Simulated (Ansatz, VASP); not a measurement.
## ZrC in VASP and in Ansatz

The input INCAR:

```
SYSTEM = ZrC
PREC     = Accurate       ! precision mode
ENCUT    = 520            ! plane-wave cutoff, eV
EDIFF    = 1E-7           ! SCF threshold, eV
ISMEAR   = -1             ! smearing method
SIGMA    = 0.05           ! smearing width, eV
LREAL    = .False.        ! projectors in reciprocal space
LASPH    = .True.         ! aspherical terms in the spheres
NELM     = 80             ! most SCF steps
ALGO     = Normal         ! electronic algorithm
ISIF     = 2              ! what is computed and relaxed
LWAVE    = .False.        ! write WAVECAR
LCHARG   = .False.        ! write CHGCAR
GGA      = PE             ! functional
NBANDS   = 15             ! bands
```

KPOINTS

```
regular mesh
0
Gamma
  15 15 15
  0 0 0
```

File POSCAR:

```
ZrC
1.0
    0.0000000000      2.3734809194      2.3734809194
    2.3734809194      0.0000000000      2.3734809194
    2.3734809194      2.3734809194      0.0000000000
Zr C
1 1
Direct
    0.5000000000      0.5000000000      0.5000000000
    0.0000000000      0.0000000000      0.0000000000
```

Input for Ansatz:

```yaml
crystal:
  lattice:
    - [0.0, 2.3734809194, 2.3734809194]
    - [2.3734809194, 0.0, 2.3734809194]
    - [2.3734809194, 2.3734809194, 0.0]
  atoms:
    - { symbol: Zr, position: [0.5, 0.5, 0.5] }
    - { symbol: C, position: [0.0, 0.0, 0.0] }
kpoints:
  mp_grid: { grid: [15, 15, 15] }
scf:
  occupations: { method: fermi_dirac, width: 0.05 }
hamiltonian:
  xc: pbe
  pseudopotentials: { kind: all_electron, lapw: { basis_error: 0.00025 } }
output:
  forces: true
  stress: true
  eigenvalues: true
```

Change from the starting cell: volume scaled by 1.03.

Alike in both runs: task single point; functional PBE; k mesh 15 × 15 × 15; occupations fermi-dirac, width 0.05 eV; no spin polarisation.

```csv
,VASP,Ansatz
version,VASP 6.6.1,Ansatz 0.2.0
potentials or method,"VASP PAW PBE potentials, release 64 (Zr_sv, C), cutoff 520 eV","all-electron LAPW, scalar-relativistic"
```

Ansatz gave:

```
pressure (GPa) : -5.1
```

Question: What did VASP give for the same quantities?

Answer: Pressure (GPa): -4.9.

Ansatz ran all-electron here, and VASP with PAW potentials.
